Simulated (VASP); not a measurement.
Wanted: the native input for a VASP 6.6.1 run.

- Task: single point
- Functional: B3LYP
- Potentials or basis: VASP PAW PBE potentials, release 64 (Zr_sv, C)
- Cutoff: 520 eV
- k mesh: 5 × 5 × 5
- Occupations: fermi-dirac, width 0.05 eV
- Spin: no spin polarisation
- Dipole correction: no
- Grid for exact exchange (PRECFOCK): Normal
- Further INCAR settings: ALGO = Normal; EDIFF = 1e-06; NBANDS = 15
- Share of exact exchange: 0.2

Crystal: ZrC.

```xyz
2
Lattice="0.0000 2.5601 2.5601 2.5601 0.0000 2.5601 2.5601 2.5601 0.0000" Properties=species:S:1:pos:R:3 pbc="T T T"
Zr    2.5601    2.5601    2.5601
C     3.8402    3.8402    3.8402
```

One way to write it, as run:

POSCAR

```
ZrC
1.0
    0.0000000000      2.5601337526      2.5601337526
    2.5601337526      0.0000000000      2.5601337526
    2.5601337526      2.5601337526      0.0000000000
Zr C
1 1
Direct
    0.5000000000      0.5000000000      0.5000000000
    0.7500000000      0.7500000000      0.7500000000
```

INCAR.step1

```
PREC = Accurate ; ENCUT = 520
EDIFF = 1E-5 ; ISMEAR = -1
SIGMA = 0.05 ; LREAL = F
LASPH = T ; NELM = 100
ALGO = Normal ; ISIF = 2
LWAVE = T ; GGA = PE
NBANDS = 15
```

INCAR.step2

```
PREC = Accurate ; ENCUT = 520
EDIFF = 1E-6 ; ISMEAR = -1
SIGMA = 0.05 ; LREAL = F
LASPH = T ; NELM = 100
ALGO = Normal ; ISIF = 2
LWAVE = F ; LCHARG = T
GGA = B3 ; LHFCALC = T
AEXX = 0.2 ; AGGAX = 0.72
AGGAC = 0.81 ; ALDAC = 0.19
PRECFOCK = Normal ; LELF = T
LVHAR = T ; ISTART = 1
NBANDS = 15
```

KPOINTS

```
regular mesh
0
Gamma
  5 5 5
```

Potentials or basis: VASP PAW PBE potentials, release 64 (Zr_sv, C).

Run with:

```bash
$ cat potpaw_PBE.64/Zr_sv/POTCAR potpaw_PBE.64/C/POTCAR > POTCAR
$ cp INCAR.step1 INCAR
$ mpirun -np 1 vasp_std > vasp.out
$ cp INCAR.step2 INCAR
$ mpirun -np 1 vasp_std > vasp.out
```

Results of the run:

```json
{"Pressure": "0.2 GPa", "Band gap on the k mesh": "1.97 eV"}
```

Caveat: the k points lie up to 0.43 Å⁻¹ apart; the PAW data sets were made with another functional, which shifts forces and pressure a little; an odd mesh through Γ misses points on the zone boundary, where band edges can lie.

It took 14 min on 1 thread of Intel(R) Xeon(R) Platinum 8259CL CPU @ 2.50GHz (Skylake/Cascade Lake), on a shared host, peak memory 0.17 GiB.
